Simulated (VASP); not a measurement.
A run of VASP 6.6.1 is set up as follows.

The input INCAR:

```
PREC     = Accurate       # precision mode
ENCUT    = 520            # plane-wave cutoff, eV
EDIFF    = 1E-7           # SCF threshold, eV
ISMEAR   = 0              # smearing method
SIGMA    = 0.1            # smearing width, eV
LREAL    = False          # projectors in reciprocal space
LASPH    = True           # aspherical terms in the spheres
NELM     = 60             # most SCF steps
ALGO     = Normal         # electronic algorithm
ISIF     = 2              # what is computed and relaxed
LWAVE    = False          # write WAVECAR
LCHARG   = True           # write CHGCAR
GGA      = PS             # functional
LELF     = True           # ELF
LVHAR    = True         
NBANDS   = 21             # bands
```

KPOINTS

```
regular mesh
0
Gamma
  12 12 12
```

File POSCAR:

```
Sn
1.0
    0.0000000000      3.4401088080      3.4401088080
    3.4401088080      0.0000000000      3.4401088080
    3.0506368080      3.0506368080      0.3894720000
Sn
2
Direct
    0.4973316940      0.4973316940      0.5080049181
    0.7526683060      0.7526683060      0.7419950819
```

Potentials or basis: VASP PAW PBE potentials, release 64 (Sn_d).

Launch:

```sh
$ cat potpaw_PBE.64/Sn_d/POTCAR > POTCAR
$ mpirun -np 1 vasp_std > vasp.out
```

Question: What does it give for the pressure?

Answer: 3.8 GPa.

Question: What does it give for the largest force?

Answer: 2.538 eV/Å.

Stress tensor (GPa, compression positive):
```
 3.78  7.38 -7.38
 7.38  3.78 -7.38
-7.38 -7.38  3.78
```

Caveat: the cell differs from its parent crystal (strained and its atoms moved); the cell stands under pressure; the PAW data sets were made with another functional, which shifts forces and pressure a little.
